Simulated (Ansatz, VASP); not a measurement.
# One calculation of MgZn4O, two programs

Contents of INCAR:

```
PREC     = Accurate       # precision mode
ENCUT    = 600            # plane-wave cutoff, eV
EDIFF    = 1E-6           # SCF threshold, eV
ISMEAR   = 0              # smearing method
SIGMA    = 0.2            # smearing width, eV
LREAL    = F              # projectors in reciprocal space
LASPH    = T              # aspherical terms in the spheres
NELM     = 80             # most SCF steps
ALGO     = Normal         # electronic algorithm
ISIF     = 3              # what is computed and relaxed
LWAVE    = F              # write WAVECAR
LCHARG   = F              # write CHGCAR
GGA      = PE             # functional
IBRION   = 2              # ionic algorithm
NSW      = 36             # ionic steps
EDIFFG   = -0.08          # ionic threshold
```

File KPOINTS:

```
regular mesh
0
Gamma
  5 5 1
```

File POSCAR:

```
MgZn4O
1.0
    2.9800000000      0.0000000000      0.0000000000
    0.0000000000      2.9800000000      0.0000000000
    0.0000000000      0.0000000000     18.1000000000
Mg Zn O
2 8 2
Direct
    0.0000000000      0.5000000000      0.9420000000
    0.5000000000      0.0000000000      0.0580000000
    0.0000000000      0.5000000000      0.7300000000
    0.5000000000      0.0000000000      0.6400000000
    0.0000000000      0.5000000000      0.5480000000
    0.5000000000      0.0000000000      0.8240000000
    0.0000000000      0.5000000000      0.1760000000
    0.5000000000      0.0000000000      0.2700000000
    0.0000000000      0.5000000000      0.3600000000
    0.5000000000      0.0000000000      0.4520000000
    0.0000000000      0.5000000000      0.0580000000
    0.5000000000      0.0000000000      0.9420000000
```

Input for Ansatz:

```yaml
crystal:
  lattice:
    - [2.98, 0.0, 0.0]
    - [0.0, 2.98, 0.0]
    - [0.0, 0.0, 18.1]
  atoms:
    - { symbol: Mg, position: [0.0, 0.5, 0.942] }
    - { symbol: Mg, position: [0.5, 0.0, 0.058] }
    - { symbol: Zn, position: [0.0, 0.5, 0.73] }
    - { symbol: Zn, position: [0.5, 0.0, 0.64] }
    - { symbol: Zn, position: [0.0, 0.5, 0.548] }
    - { symbol: Zn, position: [0.5, 0.0, 0.824] }
    - { symbol: Zn, position: [0.0, 0.5, 0.176] }
    - { symbol: Zn, position: [0.5, 0.0, 0.27] }
    - { symbol: Zn, position: [0.0, 0.5, 0.36] }
    - { symbol: Zn, position: [0.5, 0.0, 0.452] }
    - { symbol: O, position: [0.0, 0.5, 0.058] }
    - { symbol: O, position: [0.5, 0.0, 0.942] }
basis:
  ecutwfc: 420
kpoints:
  mp_grid: { grid: [5, 5, 1] }
hamiltonian:
  xc: pbe
scf:
  occupations: { method: gaussian, width: 0.2 }
  lower_state_search: "off"
output:
  forces: true
  stress: true
  eigenvalues: true
relax:
  adjacent_minimum: "off"
  f_tol: 0.08
  max_steps: 16
  cell: { stress_tol: 0.8 }
```

Alike in both runs: task relaxation of cell and atoms; functional PBE; k mesh 5 × 5 × 1; occupations gaussian, width 0.2 eV; no spin polarisation.

|  | VASP | Ansatz |
| --- | --- | --- |
| version | VASP 6.6.1 | Ansatz 0.2.0 |
| potentials or method | VASP PAW PBE potentials, release 64 (Mg, Zn, O), cutoff 600 eV | scalar-relativistic, plane waves, PAW |
| valence electrons in the cell | 112 | 128 |

```tsv
	VASP	Ansatz	Ansatz less VASP
gap on the k mesh at the Fermi level, each at its own relaxed structure (eV)	none	none	-
relaxed volume (Å³/atom)	13.94	13.90	-0.037
relaxed cell length with the largest relative difference (Å)	19.751	19.706	-0.0447
```

A gap of «none» marks a metal or a gap that the smearing closes. VASP's potentials hold 112 valence electrons a cell and Ansatz's 128, so a difference there can come from the potentials and not from the codes.

The k mesh is coarse, so the values compare programs but aren't converged.
